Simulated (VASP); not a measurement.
Write the native input for VASP 6.6.1 that does the following.

| Property | Result |
| --- | --- |
| Task | electric field gradients |
| Functional | PBE |
| Potentials or basis | VASP PAW PBE potentials, release 64 (Li_sv) |
| Cutoff | 520 eV |
| k mesh | 15 × 15 × 15 |
| Occupations | fermi-dirac, width 0.08 eV |
| Spin | no spin polarisation |
| Dipole correction | no |
| Further INCAR settings | ALGO = Normal; EDIFF = 1e-08; NBANDS = 8 |

The structure of Li lies in POSCAR:

```
Li
1.0
   -1.7142756902      1.7142756902      1.7142756902
    1.7142756902     -1.7142756902      1.7142756902
    1.7142756902      1.7142756902     -1.7142756902
Li
1
Direct
    0.0000000000      0.0000000000      0.0000000000
```

This cell differs from its parent crystal: volume scaled by 0.94.

One way to write it, as run:

INCAR

```
SYSTEM = Li
  ALGO = Normal
  EDIFF = 1E-8
  ENCUT = 520
  GGA = PE
  ISIF = 2
  ISMEAR = -1
  LASPH = .True.
  LCHARG = .False.
  LEFG = .True.
  LREAL = .False.
  LWAVE = .False.
  NBANDS = 8
  NELM = 100
  PREC = Accurate
  SIGMA = 0.08
```

KPOINTS

```
k-points
0
Gamma
  15 15 15
  0 0 0
```

Potentials or basis: VASP PAW PBE potentials, release 64 (Li_sv).

Run with:

```console
$ cat potpaw_PBE.64/Li_sv/POTCAR > POTCAR
$ mpirun -np 1 vasp_std > vasp.out
```

Wall time 7.2 s on 1 thread of Intel(R) Xeon(R) Platinum 8488C (Sapphire Rapids) (shared host), peak memory 0.13 GiB.
